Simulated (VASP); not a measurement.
Write the native input for VASP 6.6.1 that does the following.

```
Task                   : single point
Functional             : LDA
Potentials or basis    : VASP PAW LDA potentials, release 64 (Mg_sv, S)
Cutoff                 : 840 eV
k mesh                 : 8 × 8 × 8
Occupations            : gaussian, width 0.01 eV
Spin                   : no spin polarisation
Dipole correction      : no
Further INCAR settings : ALGO = Normal; EDIFF = 1e-06; NBANDS = 15
```

The structure of MgS lies in POSCAR:

```
MgS
1.0
    2.6154660788      2.6154660788      0.0000000000
   -2.6154660788      2.6154660788      0.0000000000
    0.0000000000      2.6154660788      2.5387579256
Mg S
1 1
Direct
    0.0000000000      0.0000000000      0.0000000000
    0.5000000000      0.5000000000      0.0000000000
```

This cell differs from its parent crystal: in-plane strain +0.02, then relaxed in part.

These files were run (other wordings do the same):

INCAR

```
  ALGO = Normal
  EDIFF = 1E-6
  ENCUT = 840
  GGA = CA
  GGA_COMPAT = F
  ISIF = 2
  ISMEAR = 0
  LASPH = T
  LCHARG = F
  LREAL = F
  LWAVE = F
  NBANDS = 15
  NELM = 120
  PREC = Accurate
  SIGMA = 0.01
```

KPOINTS

```
k-points
0
Gamma
  8 8 8
```

Potentials or basis: VASP PAW LDA potentials, release 64 (Mg_sv, S).

Launch:

```console
$ cat potpaw_LDA.64/Mg_sv/POTCAR potpaw_LDA.64/S/POTCAR > POTCAR
$ mpirun -np 1 vasp_std > vasp.out
```

Results of the run:

```
Pressure               : -2.1 GPa
Band gap on the k mesh : 2.47 eV (least direct gap 3.57 eV)
```

Caveat: the cell differs from its parent crystal (in-plane strain +0.02, then relaxed in part).

Run time: 25 s on 1 thread of Intel(R) Xeon(R) 6975P-C (Granite Rapids) (shared host), peak memory 0.2 GiB.
